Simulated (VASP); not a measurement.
I, 2 atoms in the cell. It takes space group Fd-3m (No. 227, cubic). Conventional cell: a = 6.980 Å, b = 6.980 Å, c = 6.980 Å, α = 90.00°, β = 90.00°, γ = 90.00°. I (site symmetry -43m) has 4 I at 3.02 Å within 4.0 Å. 

- Program: VASP 6.6.1
- Task: electric field gradients
- Functional: LDA
- Potentials or basis: VASP PAW LDA potentials, release 64 (I)
- Cutoff: 520 eV
- k mesh: 8 × 8 × 8, shifted
- Occupations: fermi-dirac, width 0.05 eV
- Spin: no spin polarisation
- Dipole correction: no
- Further INCAR settings: ALGO = Normal; EDIFF = 1e-08; NBANDS = 14; ISYM = 0

Potentials or basis: VASP PAW LDA potentials, release 64 (I).

Launch:

```sh
$ cat potpaw_LDA.64/I/POTCAR > POTCAR
$ mpirun -np 1 vasp_std > vasp.out
```

Hardware: 1 thread of Intel(R) Xeon(R) 6975P-C (Granite Rapids), on a shared host.

**Question.** How long does it take, and how much memory?

**Answer.** Run time: 6.2 min on 1 thread of Intel(R) Xeon(R) 6975P-C (Granite Rapids), on a shared host, peak memory 0.98 GiB. Counts: scf iterations 10, k points 1024.
